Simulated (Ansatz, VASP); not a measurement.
**Hf in VASP and in Ansatz**

```
Hf
1.0
    -1.52897    1.52897    1.52897
     1.52897   -1.52897    1.52897
     1.52897    1.52897   -1.52897
Hf
1
Direct
  0.00000 0.00000 0.00000
```

Change from the starting cell: volume scaled by 0.7, LAPW.

Alike in both runs: task single point; functional LDA; k mesh 17 × 17 × 17; occupations fermi-dirac, width 0.08 eV; no spin polarisation.

```csv
,VASP,Ansatz
version,VASP 6.6.1,Ansatz 0.2.0
potentials or method,"VASP PAW LDA potentials, release 64 (Hf_pv), cutoff 520 eV","all-electron LAPW, scalar-relativistic"
```

|  | VASP | Ansatz | Ansatz less VASP |
| --- | --- | --- | --- |
| pressure (GPa) | 73.8 | 73.9 | +0.06 |

LDA's correlation is that of Perdew and Zunger in VASP and of Perdew and Wang (1992) in Ansatz. Both programs put the cell under a high pressure, so it lies far from rest at this level. Ansatz ran all-electron here, and VASP with PAW potentials.

Neither program's run includes spin-orbit coupling. Noted on VASP's run: the cell as given lies far from equilibrium.
